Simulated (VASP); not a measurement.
Write the native input for VASP 6.6.1 that does the following.

```
Task                   : single point
Functional             : BLYP
Dispersion             : D3(BJ)
Potentials or basis    : VASP PAW PBE potentials, release 64 (Ni_sv_GW, O)
Cutoff                 : 700 eV
k mesh                 : 11 × 11 × 11
Occupations            : fermi-dirac, width 0.05 eV
Spin                   : collinear spin, ferromagnetic start
Starting moments       : [1.0, 0.0] μB
Dipole correction      : no
Further INCAR settings : ALGO = Normal; EDIFF = 1e-06; NBANDS = 23
```

The structure of NiO lies in POSCAR:

```
NiO
1.0
    0.0000000000      2.0997159621      2.0997159621
    2.0997159621      0.0000000000      2.0997159621
    2.0997159621      2.0997159621      0.0000000000
Ni O
1 1
Direct
    0.0000000000      0.0000000000      0.0000000000
    0.5000000000      0.5000000000      0.5000000000
```

One way to write it, as run:

INCAR

```
SYSTEM = NiO
PREC = Accurate
ENCUT = 700
EDIFF = 1E-6
ISMEAR = -1
SIGMA = 0.05
LREAL = .False.
LASPH = .True.
NELM = 200
ALGO = Normal
ISIF = 2
LWAVE = .False.
LCHARG = .False.
ISPIN = 2
MAGMOM = 1 0
LORBIT = 11
LMAXMIX = 4
GGA = B5
ALDAX = 1.0
AGGAX = 1.0
AGGAC = 1.0
ALDAC = 0.0
IVDW = 12
VDW_S6 = 1.0
VDW_S8 = 2.6996
VDW_A1 = 0.4298
VDW_A2 = 4.2359
NBANDS = 23
GGA_COMPAT = .False.
```

KPOINTS

```
regular mesh
0
Gamma
  11 11 11
  0 0 0
```

Potentials or basis: VASP PAW PBE potentials, release 64 (Ni_sv_GW, O).

Run with:

```sh
$ cat potpaw_PBE.64/Ni_sv_GW/POTCAR potpaw_PBE.64/O/POTCAR > POTCAR
$ mpirun -np 1 vasp_std > vasp.out
```

Results of the run:

```
Pressure                                              : 1.8 GPa
Net moment                                            : 1.74 μB per cell
Site moments                                          : Ni +1.43; O +0.27 μB
Valence electrons inside the program's atomic spheres : Ni 16.17; O 4.99
Dispersion energy per atom                            : -0.563 eV
```

Caveat: the PAW data sets were made with another functional, which shifts forces and pressure a little; a cell with one magnetic atom can't hold antiferromagnetic order, which such compounds often take.

Wall time 68 s on 1 thread of Intel(R) Xeon(R) 6975P-C (Granite Rapids), with other jobs on the host, peak memory 0.23 GiB.
